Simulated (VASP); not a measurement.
Na3ScAg:

```
Na Sc Ag
1.0
     4.40501    0.00000    0.00000
     0.00000    4.40501    0.00000
     0.00000    0.00000    4.40501
Na Sc Ag
3 1 1
Direct
  0.00000 0.50000 0.50000
  0.50000 0.00000 0.50000
  0.50000 0.50000 0.00000
  0.00000 0.00000 0.00000
  0.50000 0.50000 0.50000
```

The cell was generated, and may not be a known phase.

- Program: VASP 6.6.1
- Task: relaxation of cell and atoms
- Functional: PBE
- Potentials or basis: VASP PAW PBE potentials, release 64 (Na_pv, Sc_sv, Ag)
- Cutoff: 600 eV
- k mesh: 4 × 4 × 4
- Occupations: gaussian, width 0.1 eV
- Spin: no spin polarisation

At the start: pressure 38.9 GPa; volume 17.10 Å³/atom.

Task: How do energy, volume and symmetry change on relaxing?

Result: Over 5 steps the energy falls by 1077.7 meV/atom and the volume is 32.89 Å³/atom (+92.4 %); space group Pm-3m (No. 221, to 0.1 Å) before and after.

Step by step:
```csv
step,energy change (eV),largest force (eV/Å),pressure (GPa),volume (Å³)
1,0.0000,0.0000,38.87,85.48
2,-5.2971,0.0000,1.97,147.73
3,-5.3627,0.0000,0.97,154.94
4,-5.3788,0.0000,-0.51,170.08
5,-5.3887,0.0000,-0.03,164.46
```

Final structure:
```
Na Sc Ag
1.0
     5.47877    0.00000    0.00000
     0.00000    5.47877    0.00000
     0.00000    0.00000    5.47877
Na Sc Ag
3 1 1
Direct
  0.00000 0.50000 0.50000
  0.50000 0.00000 0.50000
  0.50000 0.50000 0.00000
  0.00000 0.00000 0.00000
  0.50000 0.50000 0.50000
```

Caveat: the volume moved by over 15 % at a fixed basis, so the end points are rough.
